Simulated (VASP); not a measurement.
Wanted: the native input for a VASP 6.6.1 run.

| Quantity | Value |
| --- | --- |
| Task | single point |
| Functional | HSE06 |
| Potentials or basis | VASP PAW PBE potentials, release 64 (B, N) |
| Cutoff | 520 eV |
| k mesh | 6 × 6 × 6 |
| Occupations | gaussian, width 0.02 eV |
| Spin | no spin polarisation |
| Dipole correction | no |
| Grid for exact exchange (PRECFOCK) | Normal |
| Further INCAR settings | ALGO = Normal; EDIFF = 1e-06; NBANDS = 11 |
| Screening parameter | 0.2079 1/Å |

The system is BN (Qingsongite).

```xyz
2
Lattice="0.0000 1.7615 1.7615 1.7615 0.0000 1.7615 1.7615 1.7615 0.0000" Properties=species:S:1:pos:R:3 pbc="T T T"
B     0.0000    0.0000    0.0000
N     0.8807    0.8807    0.8807
```

This cell differs from its parent crystal: volume scaled by 0.94.

The input as run:

POSCAR

```
BN
1.0
    0.0000000000      1.7614768264      1.7614768264
    1.7614768264      0.0000000000      1.7614768264
    1.7614768264      1.7614768264      0.0000000000
B N
1 1
Direct
    0.0000000000      0.0000000000      0.0000000000
    0.2500000000      0.2500000000      0.2500000000
```

INCAR.step1

```
SYSTEM = BN
ALGO = Normal ; EDIFF = 1E-5
ENCUT = 520 ; GGA = PE
ISIF = 2 ; ISMEAR = 0
LASPH = .TRUE. ; LCHARG = .FALSE.
LREAL = .FALSE. ; LWAVE = .TRUE.
NBANDS = 11 ; NELM = 100
PREC = Accurate ; SIGMA = 0.02
```

INCAR.step2

```
SYSTEM = BN
ALGO = Normal ; EDIFF = 1E-6
ENCUT = 520 ; GGA = PE
HFSCREEN = 0.2079 ; ISIF = 2
ISMEAR = 0 ; ISTART = 1
LASPH = .TRUE. ; LCHARG = .FALSE.
LHFCALC = .TRUE. ; LREAL = .FALSE.
LWAVE = .FALSE. ; NBANDS = 11
NELM = 100 ; PREC = Accurate
PRECFOCK = Normal ; SIGMA = 0.02
```

KPOINTS

```
k-points
0
G
  6 6 6
  0 0 0
```

Potentials or basis: VASP PAW PBE potentials, release 64 (B, N).

Launch:

```console
$ cat potpaw_PBE.64/B/POTCAR potpaw_PBE.64/N/POTCAR > POTCAR
$ cp INCAR.step1 INCAR
$ mpirun -np 1 vasp_std > vasp.out
$ cp INCAR.step2 INCAR
$ mpirun -np 1 vasp_std > vasp.out
```

It gave:

```json
{"Pressure": "28.7 GPa", "Band gap on the k mesh": "5.87 eV, indirect (least direct gap 10.95 eV)"}
```

Caveat: the k points lie up to 0.51 Å⁻¹ apart; the PAW data sets were made with another functional, which shifts forces and pressure a little.

Run time: 84 s on 1 thread of AMD EPYC 9R45 96-Core Processor (Zen 5) (shared host), peak memory 0.19 GiB.
